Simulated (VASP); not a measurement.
Here is a VASP 6.6.1 calculation.

Contents of INCAR:

```
SYSTEM = TaTlH4
  ALGO = Normal
  EDIFF = 1E-7
  EDIFFG = -0.01
  ENCUT = 600
  GGA = PE
  IBRION = 2
  ISIF = 3
  ISMEAR = 0
  LASPH = .True.
  LCHARG = .False.
  LREAL = .False.
  LWAVE = .False.
  NELM = 100
  NSW = 100
  PREC = Accurate
  SIGMA = 0.1
```

The input KPOINTS:

```
k-points
0
Gamma
  12 12 6
  0 0 0
```

POSCAR

```
TaTlH4
1.0
    3.0914225634      0.0000000000      0.0000000000
    0.0000000000      3.0914225634      0.0000000000
    0.0000000000      0.0000000000      7.0978150778
Ta Tl H
1 1 4
Direct
    0.5000000000      0.5000000000      0.5000000000
    0.0000000000      0.0000000000      0.0000000000
    0.5000000000      0.0000000000      0.3349218881
    0.0000000000      0.5000000000      0.6650781119
    0.5000000000      0.0000000000      0.6650781119
    0.0000000000      0.5000000000      0.3349218881
```

Potentials or basis: VASP PAW PBE potentials, release 64 (Ta_pv, Tl_d, H).

Launch:

```sh
$ cat potpaw_PBE.64/Ta_pv/POTCAR potpaw_PBE.64/Tl_d/POTCAR potpaw_PBE.64/H/POTCAR > POTCAR
$ mpirun -np 1 vasp_std > vasp.out
```

Task: Estimate the relaxed cell.

Result: a = 3.100 Å, b = 3.100 Å, c = 7.049 Å, α = 90.00°, β = 90.00°, γ = 90.00°.

Task: Predict the band gap on the k mesh.

Result: Zero (band 14 reaches 5.57 eV, above the bottom of band 15 at 3.61 eV).

Task: What does it give for the relaxed volume?

Result: 11.29 Å³/atom.

Task: What does it give for the space group after relaxing (to 0.05 Å)?

Result: P4/mmm (No. 123).

Final structure:
```
CELL_PARAMETERS angstrom
3.09981 0.00000 0.00000
0.00000 3.09981 0.00000
0.00000 0.00000 7.04912
ATOMIC_POSITIONS crystal
Ta 0.50000 0.50000 0.50000
Tl 0.00000 0.00000 0.00000
H 0.50000 0.00000 0.33516
H 0.00000 0.50000 0.66484
H 0.50000 0.00000 0.66484
H 0.00000 0.50000 0.33516
```

Caveat: spin-orbit coupling is left out, which moves the levels of the heavy elements.
